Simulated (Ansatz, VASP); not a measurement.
# SnO2 in VASP and in Ansatz

The input INCAR:

```
PREC     = Accurate       # precision mode
ENCUT    = 520            # plane-wave cutoff, eV
EDIFF    = 1E-7           # SCF threshold, eV
ISMEAR   = -1             # smearing method
SIGMA    = 0.05           # smearing width, eV
LREAL    = F              # projectors in reciprocal space
LASPH    = T              # aspherical terms in the spheres
NELM     = 80             # most SCF steps
ALGO     = Normal         # electronic algorithm
ISIF     = 2              # what is computed and relaxed
LWAVE    = F              # write WAVECAR
LCHARG   = F              # write CHGCAR
GGA      = PS             # functional
NBANDS   = 35             # bands
```

KPOINTS

```
Automatic mesh
0
Gamma
  6 6 8
```

Contents of POSCAR:

```
SnO2
1.0
    4.7880040000      0.0000000000      0.0000000000
    0.0000000000      4.8665820000      0.0000000000
    0.0000000000      0.0000000000      3.2408980000
Sn O
2 4
Direct
    0.0000000000      0.0000000000      0.0000000000
    0.5000000000      0.5000000000      0.5000000000
    0.7081450000      0.6789580000      0.0000000000
    0.2081450000      0.8210420000      0.5000000000
    0.7918550000      0.1789580000      0.5000000000
    0.2918550000      0.3210420000      0.0000000000
```

Contents of input.yaml:

```yaml
crystal:
  lattice:
    - [4.788004, 0.0, 0.0]
    - [0.0, 4.866582, 0.0]
    - [0.0, 0.0, 3.240898]
  atoms:
    - { symbol: Sn, position: [0.0, 0.0, 0.0] }
    - { symbol: Sn, position: [0.5, 0.5, 0.5] }
    - { symbol: O, position: [0.708145, 0.678958, 0.0] }
    - { symbol: O, position: [0.208145, 0.821042, 0.5] }
    - { symbol: O, position: [0.791855, 0.178958, 0.5] }
    - { symbol: O, position: [0.291855, 0.321042, 0.0] }
hamiltonian:
  xc: pbesol
  pseudopotentials: { kind: paw }
kpoints:
  mp_grid: { grid: [6, 6, 8] }
  band_path:
    path:
      - [[0.0, 0.0, 0.0], [0.0, 0.0, 0.5], [0.5, 0.0, 0.5], [0.5, 0.0, 0.0], [0.0, 0.0, 0.0], [0.0, 0.5, 0.0], [0.0, 0.5, 0.5], [0.5, 0.5, 0.5], [0.5, 0.5, 0.0], [0.0, 0.5, 0.0]]
      - [[0.5, 0.0, 0.0], [0.5, 0.5, 0.0]]
      - [[0.0, 0.5, 0.5], [0.0, 0.0, 0.5]]
      - [[0.5, 0.0, 0.5], [0.5, 0.5, 0.5]]
    npoints: 14
scf:
  occupations: { method: fermi_dirac, width: 0.05 }
  n_extra_bands: 15
output:
  forces: true
  stress: true
  eigenvalues: true
  fatbands: false
  write_density: true
  write_potential: true
  elf: true
  volumetric_format: npy
```

Alike in both runs: functional PBEsol; k mesh 6 × 6 × 8; occupations fermi-dirac, width 0.05 eV; no spin polarisation.

|  | VASP | Ansatz |
| --- | --- | --- |
| version | VASP 6.6.1 | Ansatz 0.2.0 |
| potentials or method | VASP PAW PBE potentials, release 64 (Sn_d, O) | Ansatz PAW |
| plane-wave cutoff (eV) | 520 | 420 |
| valence electrons in the cell | 52 | 52 |
| task | single point | band structure |

VASP gave:

```
gap on the k mesh at the Fermi level (eV)                     : 0.72
least direct gap on the mesh (eV)                             : 0.72
pressure (GPa)                                                : -5.8
traceless stress, the component that is largest in VASP (GPa) : -0.62
rms of the force components (eV/Å)                            : 0.049
```

What did Ansatz give for the same quantities?

gap on the k mesh at the Fermi level (eV): 0.73; least direct gap on the mesh (eV): 0.73; pressure (GPa): -6.3; traceless stress, the component that is largest in VASP (GPa): -0.83; rms of the force components (eV/Å): 0.055.

VASP's potentials were made for PBE, not for PBEsol. Atom by atom the forces differ by 0.008 eV/Å (rms over components). The functional is the same, so the differences come from potentials, cutoffs and numerics.
